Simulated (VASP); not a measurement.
Wanted: the native input for a VASP 6.6.1 run.

```
Task                   : single point
Functional             : PBE
Potentials or basis    : VASP PAW PBE potentials, release 64 (Mo_sv, S)
Cutoff                 : 520 eV
k mesh                 : 4 × 4 × 1
Occupations            : gaussian, width 0.1 eV
Spin                   : no spin polarisation
Dipole correction      : yes
Further INCAR settings : LREAL = Auto; ALGO = Normal; EDIFF = 1e-07; NBANDS = 129
```

The structure of Mo16S lies in POSCAR:

```
Mo16S
1.0
    6.3209357480      0.0000000000      0.0000000000
    0.0000000000      6.3209357480      0.0000000000
    0.0000000000      0.0000000000     20.0883894757
Mo S
16 1
Direct
    0.2500000000      0.2500000000      0.1991199944
    0.2500000000      0.7500000000      0.1991199944
    0.7500000000      0.2500000000      0.1991199944
    0.7500000000      0.7500000000      0.1991199944
    0.0000000000      0.0000000000      0.2777840375
    0.0000000000      0.5000000000      0.2777840375
    0.5000000000      0.0000000000      0.2777840375
    0.5000000000      0.5000000000      0.2777840375
    0.2500000000      0.2500000000      0.3589730511
    0.2500000000      0.7500000000      0.3589730511
    0.7500000000      0.2500000000      0.3589730511
    0.7500000000      0.7500000000      0.3589730511
    0.0000000000      0.0000000000      0.4275300161
    0.0000000000      0.5000000000      0.4275300161
    0.5000000000      0.0000000000      0.4275300161
    0.5000000000      0.5000000000      0.4275300161
    0.0000000000      0.1250000000      0.5294958471
```

These files were run (other wordings do the same):

INCAR

```
SYSTEM = Mo16S
PREC = Accurate
ENCUT = 520
EDIFF = 1E-7
ISMEAR = 0
SIGMA = 0.1
LREAL = Auto
LASPH = .True.
NELM = 80
ALGO = Normal
ISIF = 2
LWAVE = .False.
LCHARG = .False.
LDIPOL = .True.
IDIPOL = 3
DIPOL = 0.5 0.5 0.328
GGA = PE
NBANDS = 129
```

KPOINTS

```
Automatic mesh
0
Gamma
  4 4 1
  0 0 0
```

Potentials or basis: VASP PAW PBE potentials, release 64 (Mo_sv, S).

Run with:

```console
$ cat potpaw_PBE.64/Mo_sv/POTCAR potpaw_PBE.64/S/POTCAR > POTCAR
$ mpirun -np 1 vasp_std > vasp.out
```

Results of the run:

The largest force is 2.116 eV/Å. The band gap on the k mesh is zero (bands 115 and 116 overlap by 0.43 eV).

Run time: 26 min on 1 thread of Intel(R) Xeon(R) 6975P-C (Granite Rapids) (shared host), peak memory 1 GiB.
